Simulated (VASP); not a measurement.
EuS: single point with PBE+U

EuS:

```
Eu S
1.0
     0.00000    2.97850    2.97850
     2.97850    0.00000    2.97850
     2.97850    2.97850    0.00000
Eu S
1 1
Direct
  0.00000 0.00000 0.00000
  0.50000 0.50000 0.50000
```

```json
{
 "Program": "VASP 6.6.1",
 "Task": "single point",
 "Functional": "PBE",
 "Potentials or basis": "VASP PAW PBE potentials, release 64 (Eu, S)",
 "Cutoff": "600 eV",
 "k mesh": "7 × 7 × 7",
 "Occupations": "fermi-dirac, width 0.1 eV",
 "Spin": "collinear spin, ferromagnetic start",
 "Starting moments": "[4.9, 0.0] μB",
 "Hubbard terms": "Eu f U = 5.0 eV"
}
```

* Pressure: 0.6 GPa
* Band gap on the k mesh: 0.24 eV, indirect (least direct gap 0.48 eV)
* Net moment: 7.00 μB per cell
* Site moments: Eu +6.71; S -0.06 μB
* Valence electrons inside the program's atomic spheres: Eu 14.87; S 3.77

Levels at points of the mesh, in eV from the valence-band top:
Spin up:
| k point | band 13 | band 14 | band 15 | band 16 | band 17 | band 18 |
| --- | --- | --- | --- | --- | --- | --- |
| (0.00, 0.00, 0.00) | 0.00 | 0.00 | 0.00 | 1.79 | 2.09 | 2.09 |
Spin down:
```
           k point  band 6  band 7  band 8  band 9  band 10  band 11
(0.00, 0.00, 0.00)   -1.73   -1.73   -1.73    2.26     2.76     2.76
```

Eigenvalues of the final occupation matrices:
| site | spin | trace | eigenvalues |
| --- | --- | --- | --- |
| site 1 f | 1 | 6.80 | 0.97 0.97 0.97 0.97 0.97 0.97 0.97 |
| site 1 f | 2 | 0.01 | 0.00 0.00 0.00 0.00 0.00 0.00 0.00 |

It took 57 s on 1 thread of Intel(R) Xeon(R) Platinum 8488C (Sapphire Rapids), on a shared host, peak memory 0.27 GiB.

Caveat: spin-orbit coupling is left out, which moves the levels of the heavy elements; a cell with one magnetic atom can't hold antiferromagnetic order, which such compounds often take. A k mesh can miss the band edges.
